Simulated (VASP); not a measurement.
Set up this calculation in VASP 6.6.1, as the native input.

| Item | Value |
| --- | --- |
| Task | single point |
| Functional | PBEsol |
| Potentials or basis | VASP PAW PBE potentials, release 64 (Al, Cu) |
| Cutoff | 520 eV |
| k mesh | 12 × 12 × 8 |
| Occupations | gaussian, width 0.1 eV |
| Spin | no spin polarisation |
| Dipole correction | no |
| Further INCAR settings | ALGO = Fast; EDIFF = 1e-06; NBANDS = 24 |

The structure of Al3Cu2 lies in POSCAR:

```
Al3Cu2
1.0
    4.0575997379      0.0000000000      0.0000000000
   -2.0287998690      3.5139844514      0.0000000000
    0.0000000000      0.0000000000      5.0119934553
Al Cu
3 2
Direct
    0.0000000000      0.0000000000      0.0000000000
    0.3333333333      0.6666666667      0.3515059866
    0.6666666667      0.3333333333      0.6484940134
    0.3333333333      0.6666666667      0.8422899902
    0.6666666667      0.3333333333      0.1577100098
```

This cell differs from its parent crystal: biaxial strain in the a-b plane: -1.0 %.

The input as run:

INCAR

```
SYSTEM = Al3Cu2
ALGO = Fast
EDIFF = 1E-6
ENCUT = 520
GGA = PS
ISIF = 2
ISMEAR = 0
LASPH = .True.
LCHARG = .True.
LELF = .True.
LREAL = .False.
LVHAR = .True.
LWAVE = .False.
NBANDS = 24
NELM = 100
PREC = Accurate
SIGMA = 0.1
```

KPOINTS

```
k-points
0
Gamma
  12 12 8
  0 0 0
```

Potentials or basis: VASP PAW PBE potentials, release 64 (Al, Cu).

Launch:

```bash
$ cat potpaw_PBE.64/Al/POTCAR potpaw_PBE.64/Cu/POTCAR > POTCAR
$ mpirun -np 1 vasp_std > vasp.out
```

It gave:

```json
{
  "Pressure": "2.0 GPa",
  "Largest force": "0.050 eV/Å"
}
```

Caveat: the cell differs from its parent crystal (biaxial strain in the a-b plane: -1.0 %); the PAW data sets were made with another functional, which shifts forces and pressure a little.

Wall time 4.2 min on 1 thread of Intel(R) Xeon(R) Platinum 8488C (Sapphire Rapids) (shared host), peak memory 0.32 GiB.
